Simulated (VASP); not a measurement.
# BiTe (Fm-3m) in VASP: further runs

BiTe is run at these levels: LDA, PBEsol; tasks: single point.

Everything below comes from runs of VASP 6.6.1. Logs are shortened: lines on timing, memory, paths and dates and some standing lists are left out, and cuts for length are marked.

## (1) The cell of the first run

Symmetry: Fm-3m, No. 225, cubic system. Conventional cell: a = 6.555 Å, b = 6.555 Å, c = 6.555 Å, α = 90.00°, β = 90.00°, γ = 90.00°. Within 4.3 Å of Bi (site symmetry m-3m) lie 6 Te at 3.28 Å. Within 4.3 Å of Te (site symmetry m-3m) lie 6 Bi at 3.28 Å.

## (2) Single point, LDA (volume scaled by 1.04)

The input, INCAR:

```
SYSTEM = BiTe
  PREC = Accurate
  ENCUT = 520
  EDIFF = 1E-7
  ISMEAR = -1
  SIGMA = 0.05
  LREAL = .FALSE.
  LASPH = .TRUE.
  NELM = 60
  ALGO = Normal
  ISIF = 2
  LWAVE = .FALSE.
  LCHARG = .FALSE.
  NBANDS = 18
```

The input, KPOINTS:

```
Automatic mesh
0
G
  7 7 7
  0 0 0
```

The input, POSCAR:

```
BiTe
1.0
    0.0000000000      3.2775706714      3.2775706714
    3.2775706714      0.0000000000      3.2775706714
    3.2775706714      3.2775706714      0.0000000000
Bi Te
1 1
Direct
    0.0000000000      0.0000000000      0.0000000000
    0.5000000000      0.5000000000      0.5000000000
```

Potentials or basis: VASP PAW LDA potentials, release 64 (Bi_d, Te).

Started as:

```console
$ cat potpaw_LDA.64/Bi_d/POTCAR potpaw_LDA.64/Te/POTCAR > POTCAR
$ mpirun -np 1 vasp_std > vasp.out
```

OUTCAR:

```text
SYSTEM = BiTe
   PREC = Accurate
   ENCUT = 520
   EDIFF = 1E-7
   ISMEAR = -1
   LREAL = .FALSE.
   LASPH = .TRUE.
   NELM = 60
   ISIF = 2

 ion  position               nearest neighbor table
   1  0.000  0.000  0.000-   2 3.28   2 3.28   2 3.28   2 3.28   2 3.28   2 3.28
   2  0.500  0.500  0.500-   1 3.28   1 3.28   1 3.28   1 3.28   1 3.28   1 3.28

  LATTYP: Found a face centered cubic cell.
 ALAT       =     6.5551413428

  Lattice vectors:

 A1 = (   0.0000000000,   3.2775706714,   3.2775706714)
 A2 = (   3.2775706714,   0.0000000000,   3.2775706714)
 A3 = (   3.2775706714,   3.2775706714,   0.0000000000)

Analysis of symmetry for initial positions (statically):
=====================================================================
 Subroutine PRICEL returns:
 Original cell was already a primitive cell.

 Routine SETGRP: Setting up the symmetry group for a
 face centered cubic supercell.

 Subroutine GETGRP returns: Found 48 space group operations
 (whereof 48 operations were pure point group operations)
 out of a pool of 48 trial point group operations.

The static configuration has the point symmetry O_h .

Analysis of symmetry for dynamics (positions and initial velocities):
=====================================================================
 Subroutine PRICEL returns:
 Original cell was already a primitive cell.

 Routine SETGRP: Setting up the symmetry group for a
 face centered cubic supercell.

 Subroutine GETGRP returns: Found 48 space group operations
 (whereof 48 operations were pure point group operations)
 out of a pool of 48 trial point group operations.

The dynamic configuration has the point symmetry O_h .

 Subroutine INISYM returns: Found 48 space group operations
 (whereof 48 operations are pure point group operations),
 and found     1 'primitive' translations

----------------------------------------------------------------------------------------

                                     Primitive cell

  volume of cell :      70.4184

  direct lattice vectors                    reciprocal lattice vectors
     0.000000000  3.277570671  3.277570671    -0.152552012  0.152552012  0.152552012
     3.277570671  0.000000000  3.277570671     0.152552012 -0.152552012  0.152552012
     3.277570671  3.277570671  0.000000000     0.152552012  0.152552012 -0.152552012

  length of vectors
     4.635184895  4.635184895  4.635184895     0.264227835  0.264227835  0.264227835

  position of ions in fractional coordinates (direct lattice)
     0.000000000  0.000000000  0.000000000
     0.500000000  0.500000000  0.500000000

  ion indices of the primitive-cell ions
   primitive index   ion index
                 1           1
                 2           2

----------------------------------------------------------------------------------------

 KPOINTS: Automatic mesh

Automatic generation of k-mesh.
 Grid dimensions read from file:
 generate k-points for:    7    7    7

 Generating k-lattice:

  Cartesian coordinates                     Fractional coordinates (reciprocal lattice)
    -0.021793145  0.021793145  0.021793145     0.142857143  0.000000000  0.000000000
     0.021793145 -0.021793145  0.021793145     0.000000000  0.142857143  0.000000000
     0.021793145  0.021793145 -0.021793145     0.000000000  0.000000000  0.142857143

  Length of vectors
     0.037746834  0.037746834  0.037746834

  Shift w.r.t. Gamma in fractional coordinates (k-lattice)
     0.000000000  0.000000000  0.000000000

 Subroutine IBZKPT returns following result:
 ===========================================

 Found     20 irreducible k-points:

 Following reciprocal coordinates:
            Coordinates               Weight
  0.000000  0.000000  0.000000      1.000000
  0.142857  0.000000  0.000000      8.000000
  0.285714  0.000000  0.000000      8.000000
  0.428571  0.000000  0.000000      8.000000
  0.142857  0.142857  0.000000      6.000000
  0.285714  0.142857  0.000000     24.000000
[... 12 lines left out ...]
 -0.428571  0.428571  0.142857     24.000000
 -0.285714  0.428571  0.142857     24.000000
   k-points           NKPTS =     20   k-points in BZ     NKDIM =     20   number of bands    NBANDS=     18
   number of dos      NEDOS =    301   number of ions     NIONS =      2
   total plane-waves  NPLWV =  46656
   dimension x,y,z NGX =    36 NGY =   36 NGZ =   36
   dimension x,y,z NGXF=    72 NGYF=   72 NGZF=   72
   ions per type =               1   1
   NGX,Y,Z   is equivalent  to a cutoff of  12.91, 12.91, 12.91 a.u.
   NGXF,Y,Z  is equivalent  to a cutoff of  25.82, 25.82, 25.82 a.u.
 SYSTEM =  BiTe
   PREC   = accura    normal or accurate (medium, high low for compatibility)
   ISTART =      0    job   : 0-new  1-cont  2-samecut
   ICHARG =      2    charge: 1-file 2-atom 10-const
   ISPIN  =      1    spin polarized calculation?
   LNONCOLLINEAR =      F non collinear calculations
   LSORBIT =      F    spin-orbit coupling
   LASPH  =      T    aspherical Exc in radial PAW
   ENCUT  =  520.0 eV  38.22 Ry    6.18 a.u.   8.62  8.62  8.62*2*pi/ulx,y,z
   NELM   =     60;   NELMIN=  2; NELMDL= -5     # of ELM steps
   EDIFF  = 0.1E-06   stopping-criterion for ELM
   LREAL  =      F    real-space projection
   EDIFFG = 0.1E-05   stopping-criterion for IOM
   NSW    =      0    number of steps for IOM
   IBRION =     -1    ionic relax: 0-MD 1-quasi-New 2-CG
   NFREE  =      0    steps in history (QN), initial steepest desc. (CG)
   ISIF   =      2    stress and relaxation
   ISYM   =      2    0-nonsym 1-usesym 2-fastsym
   POTIM  = 0.5000    time-step for ionic-motion
   TEBEG  =    0.0;   TEEND  =   0.0 temperature during run
   PSTRESS=    0.0 pullay stress
   NELECT =      21.0000    total number of electrons
   NUPDOWN=      -1.0000    fix difference up-down
   EMIN   =  10.00;   EMAX   =-10.00  energy-range for DOS
   EFERMI =   0.00;   METHOD = LEGACY
   ISMEAR =    -1;   SIGMA  =   0.05  broadening in eV -4-tet -1-fermi 0-gaus
   EFERMI_NEDOS =   21; number of points for ismear=-14 and -15
   IALGO  =     38    algorithm
   IMIX   =      4    mixing-type and parameters
     AMIX     =   0.40;   BMIX     =  1.00
     AMIX_MAG =   1.60;   BMIX_MAG =  1.00
  volume/ion in A,a.u.               =      35.21       237.60
  Fermi-wavevector in a.u.,A,eV,Ry     =   1.093753  2.066893 16.276586  1.196295
  Thomas-Fermi vector in A             =   2.230044
   LORBIT       =      0    0 simple, 1 ext, 2 COOP (PROOUT), +10 PAW based schemes
   GGA     = CA    functional components
   LHFCALC =     F    Hartree Fock is set to
   AEXX    =    0.0000 exact exchange contribution
   IVDW    =     0    specifies the selected vdW correction
   LEPSILON=     F    determine dielectric tensor
   LRPA    =     F    only Hartree local field effects (RPA)
 non-spin polarized calculation
  energy-cutoff  :      520.00
  volume of cell :       70.42
 maximum number of plane-waves:      1917
   NGX = 17   NGY = 17   NGZ = 17

 number of electron      20.9999994 magnetization

 Free energy of the ion-electron system (eV)
  ---------------------------------------------------
  ext. energy  EPLUGINS =         0.00000000
  ---------------------------------------------------
  free energy    TOTEN  =        -8.41527343 eV

  energy without entropy =       -8.39491726  energy(sigma->0) =       -8.40509535

 E-fermi :   5.9714     XC(G=0):  -9.5048

 val. band max:        5.9400832820   @ k =  -0.4286   0.1429   0.0000
 cond. band min:       6.0076365096   @ k =   0.1429   0.1429   0.0000
 fundamental gap:      0.0675532276
 Fermi energy:         5.9714149687

 k-point     1 :       0.0000    0.0000    0.0000
  band No.  band energies     occupation
      1     -17.0935      2.00000
      2     -17.0935      2.00000
      3     -17.0888      2.00000
      4     -17.0888      2.00000
      5     -17.0888      2.00000
      6      -7.2991      2.00000
[... 10 lines left out ...]
     17      11.8373      0.00000
     18      12.5570      0.00000

 k-point     2 :       0.1429    0.0000    0.0000
  band No.  band energies     occupation
      1     -17.0940      2.00000
      2     -17.0940      2.00000
      3     -17.0884      2.00000
      4     -17.0878      2.00000
      5     -17.0878      2.00000
      6      -7.1269      2.00000
[... 10 lines left out ...]
     17      12.9376      0.00000
     18      13.5462      0.00000

 k-point     3 :       0.2857    0.0000    0.0000
  band No.  band energies     occupation
      1     -17.0955      2.00000
      2     -17.0955      2.00000
      3     -17.0877      2.00000
      4     -17.0854      2.00000
      5     -17.0854      2.00000
      6      -6.6215      2.00000
[... 10 lines left out ...]
     17      14.8492      0.00000
     18      15.5583      0.00000

 k-point     4 :       0.4286    0.0000    0.0000
  band No.  band energies     occupation
      1     -17.0968      2.00000
      2     -17.0968      2.00000
      3     -17.0872      2.00000
      4     -17.0833      2.00000
      5     -17.0833      2.00000
      6      -5.8272      2.00000
[... 10 lines left out ...]
     17      14.3675      0.00000
     18      15.7781      0.00000

 k-point     5 :       0.1429    0.1429    0.0000
  band No.  band energies     occupation
      1     -17.0954      2.00000
      2     -17.0927      2.00000
      3     -17.0893      2.00000
      4     -17.0871      2.00000
      5     -17.0871      2.00000
      6      -7.0726      2.00000
[... 10 lines left out ...]
     17      12.3180      0.00000
     18      12.8332      0.00000

 k-point     6 :       0.2857    0.1429    0.0000
  band No.  band energies     occupation
      1     -17.0972      2.00000
      2     -17.0931      2.00000
      3     -17.0891      2.00000
      4     -17.0854      2.00000
      5     -17.0849      2.00000
      6      -6.6893      2.00000
[... 10 lines left out ...]
     17      13.5506      0.00000
     18      13.9565      0.00000

 k-point     7 :       0.4286    0.1429    0.0000
  band No.  band energies     occupation
      1     -17.0983      2.00000
      2     -17.0947      2.00000
      3     -17.0876      2.00000
      4     -17.0841      2.00000
      5     -17.0829      2.00000
      6      -6.0136      2.00000
[... 10 lines left out ...]
     17      14.3600      0.00000
     18      15.4334      0.00000

 k-point     8 :      -0.4286    0.1429    0.0000
  band No.  band energies     occupation
      1     -17.0978      2.00000
      2     -17.0960      2.00000
      3     -17.0865      2.00000
      4     -17.0836      2.00000
      5     -17.0829      2.00000
      6      -5.4481      2.00000
[... 10 lines left out ...]
     17      15.1467      0.00000
     18      16.2515      0.00000
[... 145 lines left out ...]
     17      16.1765      0.00000
     18      16.1803      0.00000

 k-point    16 :      -0.4286    0.4286    0.0000
  band No.  band energies     occupation
      1     -17.1037      2.00000
      2     -17.0906      2.00000
      3     -17.0906      2.00000
      4     -17.0807      2.00000
      5     -17.0803      2.00000
      6      -5.5583      2.00000
[... 10 lines left out ...]
     17      15.3386      0.00000
     18      15.6637      0.00000

 k-point    17 :       0.4286    0.2857    0.1429
  band No.  band energies     occupation
      1     -17.0989      2.00000
      2     -17.0932      2.00000
      3     -17.0887      2.00000
      4     -17.0836      2.00000
      5     -17.0836      2.00000
      6      -6.2358      2.00000
[... 10 lines left out ...]
     17      14.4531      0.00000
     18      14.7394      0.00000

 k-point    18 :      -0.4286    0.2857    0.1429
  band No.  band energies     occupation
      1     -17.0994      2.00000
      2     -17.0942      2.00000
      3     -17.0868      2.00000
      4     -17.0842      2.00000
      5     -17.0819      2.00000
      6      -5.5572      2.00000
[... 10 lines left out ...]
     17      14.9034      0.00000
     18      16.2536      0.00000

 k-point    19 :      -0.4286    0.4286    0.1429
  band No.  band energies     occupation
      1     -17.1023      2.00000
      2     -17.0917      2.00000
      3     -17.0894      2.00000
      4     -17.0823      2.00000
      5     -17.0804      2.00000
      6      -5.5712      2.00000
[... 10 lines left out ...]
     17      15.8041      0.00000
     18      16.1755      0.00000

 k-point    20 :      -0.2857    0.4286    0.1429
  band No.  band energies     occupation
      1     -17.1009      2.00000
      2     -17.0931      2.00000
      3     -17.0869      2.00000
      4     -17.0845      2.00000
      5     -17.0804      2.00000
      6      -5.1945      2.00000
[... 10 lines left out ...]
     17      15.1992      0.00000
     18      15.9854      0.00000

------------------------ aborting loop because EDIFF is reached ----------------------------------------

  FORCE on cell =-STRESS in cart. coord.  units (eV):
  Direction    XX          YY          ZZ          XY          YZ          ZX
  --------------------------------------------------------------------------------------
  -------------------------------------------------------------------------------------
  Total       -1.8410805     -1.8410805     -1.8410805      0.0000000     -0.0000000      0.0000000
  in kB      -41.8887273    -41.8887273    -41.8887273      0.0000000     -0.0000000      0.0000000
  external PRESSURE =     -41.8887273 kB  Pullay stress =       0.0000000 kB

 VOLUME and BASIS-vectors are now :
 -----------------------------------------------------------------------------
  energy-cutoff  :      520.00
  volume of cell :       70.42
      direct lattice vectors                 reciprocal lattice vectors
     0.000000000  3.277570671  3.277570671    -0.152552012  0.152552012  0.152552012
     3.277570671  0.000000000  3.277570671     0.152552012 -0.152552012  0.152552012
     3.277570671  3.277570671  0.000000000     0.152552012  0.152552012 -0.152552012

 POSITION                                       TOTAL-FORCE (eV/Angst)
 -----------------------------------------------------------------------------------
      0.00000      0.00000      0.00000        -0.000000      0.000000     -0.000000
      3.27757      3.27757      3.27757         0.000000     -0.000000      0.000000
 -----------------------------------------------------------------------------------
    total drift:                               -0.000000      0.000000      0.000000

  FREE ENERGIE OF THE ION-ELECTRON SYSTEM (eV)
  ---------------------------------------------------
  free  energy   TOTEN  =        -8.4152734336 eV

  energy  without entropy=       -8.3949172625  energy(sigma->0) =       -8.40509535
```

Wall time 52 s (1 thread of Intel Xeon 8259CL, shared host); peak memory 0.18 GiB.

Results:

| Quantity | Value |
| --- | --- |
| Free energy | -8.4153 eV |
| Pressure | -4.2 GPa |

Levels at points of the mesh, in eV from the Fermi level:
| k point | band 7 | band 8 | band 9 | band 10 | band 11 | band 12 | band 13 | band 14 |
| --- | --- | --- | --- | --- | --- | --- | --- | --- |
| (0.00, 0.00, 0.00) | -8.31 | -2.42 | -2.42 | -2.42 | 2.03 | 2.03 | 2.03 | 4.74 |

Caveat: spin-orbit coupling is left out, which moves the levels of the heavy elements.

(Part 1 of 2 ends here.)
